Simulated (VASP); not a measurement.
# B2Cl (R-3m) in VASP: notebook

The runs below take B2Cl through single point, relaxation of cell and atoms, with PBE.

Everything below comes from runs of VASP 6.6.1. Logs are shortened: lines on timing, memory, paths and dates and some standing lists are left out, and cuts for length are marked.

## 1. The cell of the first run

Symmetry: R-3m, No. 166, trigonal system. Conventional cell: a = 3.055 Å, b = 3.055 Å, c = 13.047 Å, α = 90.00°, β = 90.00°, γ = 120.00°. Within 2.4 Å of B (site symmetry 3m) lie 3 B at 1.81 Å and 1 Cl at 1.97 Å. Within 2.6 Å of Cl (site symmetry -3m) lie 2 B at 1.97 Å.

## 2. Single point, PBE

INCAR reads:

```
PREC = Accurate ; ENCUT = 520
EDIFF = 1E-7 ; ISMEAR = 0
SIGMA = 0.1 ; LREAL = False
LASPH = True ; NELM = 100
ALGO = Normal ; ISIF = 2
LWAVE = False ; LCHARG = True
GGA = PE ; LELF = True
LVHAR = True ; NBANDS = 14
```

KPOINTS reads:

```
regular mesh
0
Gamma
  18 18 18
```

POSCAR reads:

```
B2Cl
1.0
    1.5277479273      0.8820456771      4.3491078795
   -1.5277479273      0.8820456771      4.3491078795
    0.0000000000     -1.7640913541      4.3491078795
B Cl
2 1
Direct
    0.8487975558      0.8487975558      0.8487975558
    0.1512024442      0.1512024442      0.1512024442
    0.0000000000      0.0000000000      0.0000000000
```

Potentials or basis: VASP PAW PBE potentials, release 64 (B, Cl).

Started as:

```console
$ cat potpaw_PBE.64/B/POTCAR potpaw_PBE.64/Cl/POTCAR > POTCAR
$ mpirun -np 1 vasp_std > vasp.out
```

OUTCAR:

```text
PREC = Accurate
   ENCUT = 520
   EDIFF = 1E-7
   ISMEAR = 0
   LREAL = False
   LASPH = True
   NELM = 100
   ISIF = 2
   GGA = PE

 ion  position               nearest neighbor table
   1  0.849  0.849  0.849-   2 1.81   2 1.81   2 1.81   3 1.97
   2  0.151  0.151  0.151-   1 1.81   1 1.81   1 1.81   3 1.97
   3  0.000  0.000  0.000-   1 1.97   2 1.97

  LATTYP: Found a trigonal (rhomboedric) cell.
 ALAT       =     4.6932672685
 COS(alpha) =     0.7880746893

  Lattice vectors:

 A1 = (   1.5277479273,   0.8820456771,   4.3491078795)
 A2 = (  -1.5277479273,   0.8820456771,   4.3491078795)
 A3 = (   0.0000000000,  -1.7640913541,   4.3491078795)

Analysis of symmetry for initial positions (statically):
=====================================================================
 Subroutine PRICEL returns:
 Original cell was already a primitive cell.

 Routine SETGRP: Setting up the symmetry group for a
 trigonal (rhombohedral) supercell.

 Subroutine GETGRP returns: Found 12 space group operations
 (whereof 12 operations were pure point group operations)
 out of a pool of 12 trial point group operations.

The static configuration has the point symmetry D_3d.

Analysis of symmetry for dynamics (positions and initial velocities):
=====================================================================
 Subroutine PRICEL returns:
 Original cell was already a primitive cell.

 Routine SETGRP: Setting up the symmetry group for a
 trigonal (rhombohedral) supercell.

 Subroutine GETGRP returns: Found 12 space group operations
 (whereof 12 operations were pure point group operations)
 out of a pool of 12 trial point group operations.

The dynamic configuration has the point symmetry D_3d.

 Subroutine INISYM returns: Found 12 space group operations
 (whereof 12 operations are pure point group operations),
 and found     1 'primitive' translations

----------------------------------------------------------------------------------------

                                     Primitive cell

  volume of cell :      35.1637

  direct lattice vectors                    reciprocal lattice vectors
     1.527747927  0.882045677  4.349107879     0.327279122  0.188954689  0.076644071
    -1.527747927  0.882045677  4.349107879    -0.327279122  0.188954689  0.076644071
     0.000000000 -1.764091354  4.349107879     0.000000000 -0.377909378  0.076644071

  length of vectors
     4.693267268  4.693267268  4.693267268     0.385603179  0.385603179  0.385603179

  position of ions in fractional coordinates (direct lattice)
[... 94 lines left out ...]
   EMIN   =  10.00;   EMAX   =-10.00  energy-range for DOS
   EFERMI =   0.00;   METHOD = LEGACY
   ISMEAR =     0;   SIGMA  =   0.10  broadening in eV -4-tet -1-fermi 0-gaus
   EFERMI_NEDOS =   21; number of points for ismear=-14 and -15
   IALGO  =     38    algorithm
   IMIX   =      4    mixing-type and parameters
     AMIX     =   0.40;   BMIX     =  1.00
     AMIX_MAG =   1.60;   BMIX_MAG =  1.00
  volume/ion in A,a.u.               =      11.72        79.10
  Fermi-wavevector in a.u.,A,eV,Ry     =   1.174964  2.220360 18.783391  1.380540
  Thomas-Fermi vector in A             =   2.311352
   LORBIT       =      0    0 simple, 1 ext, 2 COOP (PROOUT), +10 PAW based schemes
   GGA     = PE    functional components
   LHFCALC =     F    Hartree Fock is set to
   AEXX    =    0.0000 exact exchange contribution
   IVDW    =     0    specifies the selected vdW correction
   LEPSILON=     F    determine dielectric tensor
   LRPA    =     F    only Hartree local field effects (RPA)
 non-spin polarized calculation
 Gauss-broadening in eV      SIGMA  =   0.10
  energy-cutoff  :      520.00
  volume of cell :       35.16
 maximum number of plane-waves:       960
   NGX = 17   NGY = 17   NGZ = 17

 number of electron      13.0000000 magnetization

 Free energy of the ion-electron system (eV)
  ---------------------------------------------------
  ext. energy  EPLUGINS =         0.00000000
  ---------------------------------------------------
  free energy    TOTEN  =       -13.86394770 eV

  energy without entropy =      -13.85993374  energy(sigma->0) =      -13.86194072

 E-fermi :   4.7118     XC(G=0): -10.5986

 val. band max:        4.7024858496   @ k =   0.3889   0.3889   0.2222
 cond. band min:       4.7124990455   @ k =  -0.1667   0.1111   0.1111
 fundamental gap:      0.0100131959
 Fermi energy:         4.7117562988

 k-point     1 :       0.0000    0.0000    0.0000
  band No.  band energies     occupation
      1     -12.9334      2.00000
      2      -4.2128      2.00000
      3      -3.8425      2.00000
      4       3.2011      2.00000
      5       3.2011      2.00000
      6       5.8809      0.00000
      7       5.8809      0.00000
      8      10.3395      0.00000
      9      10.3565      0.00000
     10      13.1180      0.00000
     11      13.1180      0.00000
     12      16.0996      0.00000
     13      16.6845      0.00000
     14      17.0155      0.00000
[... 377 lines left out ...]
      1     -12.3050      2.00000
      2      -3.8938      2.00000
      3      -2.8294      2.00000
      4       0.5386      2.00000
      5       2.4292      2.00000
      6       3.2508      2.00000
      7       4.4667      1.99947
      8       9.8779      0.00000
      9      11.5365      0.00000
     10      13.6116      0.00000
     11      13.8733      0.00000
     12      15.7922      0.00000
     13      17.1325      0.00000
     14      17.5609      0.00000

 [... further k-points ...]

------------------------ aborting loop because EDIFF is reached ----------------------------------------

  FORCE on cell =-STRESS in cart. coord.  units (eV):
  Direction    XX          YY          ZZ          XY          YZ          ZX
  --------------------------------------------------------------------------------------
  -------------------------------------------------------------------------------------
  Total       -0.0109890     -0.0109890     -0.0635490      0.0000000     -0.0000000      0.0000000
  in kB       -0.5006947     -0.5006947     -2.8955113      0.0000000     -0.0000000      0.0000000
  external PRESSURE =      -1.2989669 kB  Pullay stress =       0.0000000 kB

 VOLUME and BASIS-vectors are now :
 -----------------------------------------------------------------------------
  energy-cutoff  :      520.00
  volume of cell :       35.16
      direct lattice vectors                 reciprocal lattice vectors
     1.527747927  0.882045677  4.349107879     0.327279122  0.188954689  0.076644071
    -1.527747927  0.882045677  4.349107879    -0.327279122  0.188954689  0.076644071
     0.000000000 -1.764091354  4.349107879     0.000000000 -0.377909378  0.076644071

 POSITION                                       TOTAL-FORCE (eV/Angst)
 -----------------------------------------------------------------------------------
      0.00000      0.00000     11.07454         0.000000      0.000000      0.021873
      0.00000      0.00000      1.97279         0.000000     -0.000000     -0.021873
      0.00000      0.00000      0.00000        -0.000000     -0.000000      0.000000
 -----------------------------------------------------------------------------------
    total drift:                               -0.000000     -0.000000      0.000000

  FREE ENERGIE OF THE ION-ELECTRON SYSTEM (eV)
  ---------------------------------------------------
  free  energy   TOTEN  =       -13.8639476983 eV

  energy  without entropy=      -13.8599337363  energy(sigma->0) =      -13.86194072
```

OSZICAR:

```text
N       E                     dE             d eps       ncg     rms          rms(c)
DAV:   1     0.296101419152E+02    0.29610E+02   -0.55770E+03 16248   0.771E+02
DAV:   2    -0.131262714313E+02   -0.42736E+02   -0.39981E+02 22130   0.152E+02
DAV:   3    -0.149166322768E+02   -0.17904E+01   -0.17676E+01 21832   0.259E+01
DAV:   4    -0.149274861694E+02   -0.10854E-01   -0.10851E-01 18890   0.240E+00
DAV:   5    -0.149276026793E+02   -0.11651E-03   -0.11651E-03 22114   0.246E-01    0.821E+00
DAV:   6    -0.139706011368E+02    0.95700E+00   -0.86536E+00 20962   0.119E+01    0.454E+00
DAV:   7    -0.138817254282E+02    0.88876E-01   -0.32757E-01 18748   0.344E+00    0.336E+00
DAV:   8    -0.138716145397E+02    0.10111E-01   -0.19753E-01 20668   0.252E+00    0.102E+00
DAV:   9    -0.138640259500E+02    0.75886E-02   -0.24448E-02 21484   0.822E-01    0.561E-01
DAV:  10    -0.138640074017E+02    0.18548E-04   -0.66910E-03 19462   0.480E-01    0.146E-01
DAV:  11    -0.138639465992E+02    0.60803E-04   -0.22322E-04 21052   0.935E-02    0.690E-02
DAV:  12    -0.138639469493E+02   -0.35018E-06   -0.79824E-05 21226   0.521E-02    0.159E-02
DAV:  13    -0.138639481769E+02   -0.12275E-05   -0.46620E-06 22054   0.149E-02    0.123E-02
DAV:  14    -0.138639478883E+02    0.28855E-06   -0.35387E-07 19636   0.447E-03    0.462E-03
DAV:  15    -0.138639476628E+02    0.22547E-06   -0.38582E-07 20844   0.347E-03    0.710E-04
DAV:  16    -0.138639476983E+02   -0.35484E-07   -0.37970E-08 10706   0.130E-03
   1 F= -.13863948E+02 E0= -.13861941E+02  d E =-.401396E-02
```

stdout:

```text
POSCAR found type information on POSCAR B Cl
 POSCAR found :  2 types and       3 ions
 scaLAPACK will be used
 LDA part: xc-table for (Slater+PW92), standard interpolation
 POSCAR, INCAR and KPOINTS ok, starting setup
 FFT: planning ... GRIDC
 FFT: planning ... GRID_SOFT
 FFT: planning ... GRID
 WAVECAR not read
 entering main loop
```

Run time: 12 min. Hardware: 1 thread of Intel Xeon Platinum 8259CL at 2.50GHz (Skylake/Cascade Lake), shared host; peak memory 0.38 GiB.

What came out:

| Item | Value |
| --- | --- |
| Free energy | -13.8639 eV |
| Pressure | -0.1 GPa |
| Largest force | 0.022 eV/Å |

Forces on the atoms (eV/Å):
```
B    0.000  0.000  0.022
B    0.000  0.000 -0.022
Cl   0.000  0.000  0.000
```

Caveat: an odd number of electrons without spin polarisation forces a metal; a magnetic or distorted state may lie lower.

## 3. Relaxation of cell and atoms, PBE

INCAR reads:

```
  ALGO = Normal
  EDIFF = 1E-7
  EDIFFG = -0.01
  ENCUT = 600
  GGA = PE
  IBRION = 2
  ISIF = 3
  ISMEAR = 0
  LASPH = T
  LCHARG = F
  LREAL = F
  LWAVE = F
  NELM = 100
  NSW = 100
  PREC = Accurate
  SIGMA = 0.1
```

KPOINTS reads:

```
k-points
0
Gamma
  18 18 18
```

POSCAR reads:

```
B2Cl
1.0
    1.5287346728      0.8826153749      4.3404301411
   -1.5287346728      0.8826153749      4.3404301411
    0.0000000000     -1.7652307497      4.3404301411
B Cl
2 1
Direct
    0.8487701407      0.8487701407      0.8487701407
    0.1512298593      0.1512298593      0.1512298593
    0.0000000000      0.0000000000      0.0000000000
```

Potentials or basis: VASP PAW PBE potentials, release 64 (B, Cl).

Started as:

```console
$ cat potpaw_PBE.64/B/POTCAR potpaw_PBE.64/Cl/POTCAR > POTCAR
$ mpirun -np 1 vasp_std > vasp.out
```

It took 19 min on 1 thread of Intel Xeon Platinum 8259CL at 2.50GHz (Skylake/Cascade Lake), shared host; peak memory 0.44 GiB.

Results (log left out):

```yaml
Free_energy: -13.8657 eV
Relaxed_volume: 11.71 Å³/atom
Relaxed_cell: a = 4.691 Å, b = 4.691 Å, c = 4.691 Å, α = 38.01°, β = 38.01°, γ = 38.01°
Space_group_after_relaxing_to_0.05_Å: R-3m (No. 166)
Energy_gained_by_relaxing: 0.1 meV/atom
Ionic_steps: 4
Pressure_after_relaxing: 0.0 GPa
```

Forces on the atoms (eV/Å):
```
B    0.000  0.000  0.003
B    0.000  0.000 -0.003
Cl   0.000  0.000  0.000
```

The path:
```csv
step,energy change (eV),largest force (eV/Å),pressure (GPa),volume (Å³)
1,0.0000,0.0223,0.02,35.14
2,-0.0001,0.0123,-0.05,35.15
3,-0.0001,0.0137,-0.04,35.14
4,-0.0002,0.0028,-0.01,35.13
```

Final structure:
```cif
data_structure
_symmetry_space_group_name_H-M 'P 1'
_symmetry_Int_Tables_number 1
_cell_length_a 4.6907
_cell_length_b 4.6907
_cell_length_c 4.6907
_cell_angle_alpha 38.008
_cell_angle_beta 38.008
_cell_angle_gamma 38.008
_cell_volume 35.13
loop_
_atom_site_label
_atom_site_type_symbol
_atom_site_fract_x
_atom_site_fract_y
_atom_site_fract_z
_atom_site_occupancy
B1 B 0.84890 0.84890 0.84890 1
B2 B 0.15110 0.15110 0.15110 1
Cl1 Cl 0.00000 0.00000 0.00000 1
```

Levels at points of the mesh, in eV from the Fermi level:
```tsv
k point	band 4	band 5	band 6	band 7	band 8	band 9	band 10
(0.00, 0.00, 0.00)	-1.53	-1.53	1.17	1.17	5.63	5.64	8.40
(0.50, 0.00, 0.00)	-6.14	-2.83	-2.52	-1.10	3.03	6.35	7.04
(0.50, 0.50, 0.00)	-5.81	-3.33	-2.43	0.47	2.05	5.37	9.51
(0.50, 0.50, 0.50)	-1.92	-1.92	0.01	2.23	2.23	6.48	7.34
```

Caveat: an odd number of electrons without spin polarisation forces a metal; a magnetic or distorted state may lie lower.
